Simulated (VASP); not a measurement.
A run of VASP 6.6.1 is set up as follows.

File INCAR:

```
PREC     = Accurate       # precision mode
ENCUT    = 520            # plane-wave cutoff, eV
EDIFF    = 1E-6           # SCF threshold, eV
ISMEAR   = 0              # smearing method
SIGMA    = 0.15           # smearing width, eV
LREAL    = F              # projectors in reciprocal space
LASPH    = T              # aspherical terms in the spheres
NELM     = 100            # most SCF steps
ALGO     = Fast           # electronic algorithm
ISIF     = 2              # what is computed and relaxed
LWAVE    = F              # write WAVECAR
LCHARG   = F              # write CHGCAR
GGA      = PE             # functional
NBANDS   = 12             # bands
```

Contents of KPOINTS:

```
regular mesh
0
Gamma
  22 22 22
```

The input POSCAR:

```
Ti
1.0
   -1.4546735723      1.4546735723      1.8202330410
    1.4546735723     -1.4546735723      1.8202330410
    1.4546735723      1.4546735723     -1.8202330410
Ti
1
Direct
    0.0000000000      0.0000000000      0.0000000000
```

Potentials or basis: VASP PAW PBE potentials, release 64 (Ti_sv).

The run is started by

```console
$ cat potpaw_PBE.64/Ti_sv/POTCAR > POTCAR
$ mpirun -np 1 vasp_std > vasp.out
```

Problem. Estimate the pressure.

Solution. 15.3 GPa.

Problem. What does it give for the band gap on the k mesh?

Solution. Zero (band 6 reaches 10.41 eV, above the bottom of band 7 at 8.83 eV).

Stress tensor (GPa, compression positive):
```
14.24  0.00  0.00
 0.00 14.24  0.00
 0.00  0.00 17.36
```
